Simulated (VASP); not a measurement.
ZnSe (Stilleite):

```
CELL_PARAMETERS angstrom
0.00000 2.83380 2.83380
2.83380 0.00000 2.83380
2.83380 2.83380 0.00000
ATOMIC_POSITIONS crystal
Se 0.75000 0.75000 0.75000
Zn 0.00000 0.00000 0.00000
```

| Quantity | Value |
| --- | --- |
| Program | VASP 6.6.1 |
| Task | relaxation of cell and atoms |
| Functional | RPBE |
| Dispersion | D3(BJ) |
| Potentials or basis | VASP PAW PBE potentials, release 64 (Se, Zn) |
| Cutoff | 600 eV |
| k mesh | 8 × 8 × 8 |
| Occupations | fermi-dirac, width 0.05 eV |
| Spin | no spin polarisation |

At the start: pressure -5.2 GPa; volume 22.76 Å³/atom.

**Question.** Where does the relaxation end?

**Answer.** Over 3 steps the energy falls by 32.9 meV/atom and the volume is 20.89 Å³/atom (-8.2 %); space group F-43m (No. 216, to 0.05 Å).

Step by step:
| step | energy change (eV) | largest force (eV/Å) | pressure (GPa) | volume (Å³) |
| --- | --- | --- | --- | --- |
| 1 | 0.0000 | 0.0000 | -5.21 | 45.51 |
| 2 | -0.0603 | 0.0000 | 1.84 | 40.81 |
| 3 | -0.0657 | 0.0000 | 0.02 | 41.77 |

Final structure:
```
CELL_PARAMETERS angstrom
0.00000 2.75397 2.75397
2.75397 0.00000 2.75397
2.75397 2.75397 0.00000
ATOMIC_POSITIONS crystal
Se 0.75000 0.75000 0.75000
Zn 0.00000 0.00000 0.00000
```

Caveat: the PAW data sets were made with another functional, which shifts forces and pressure a little.
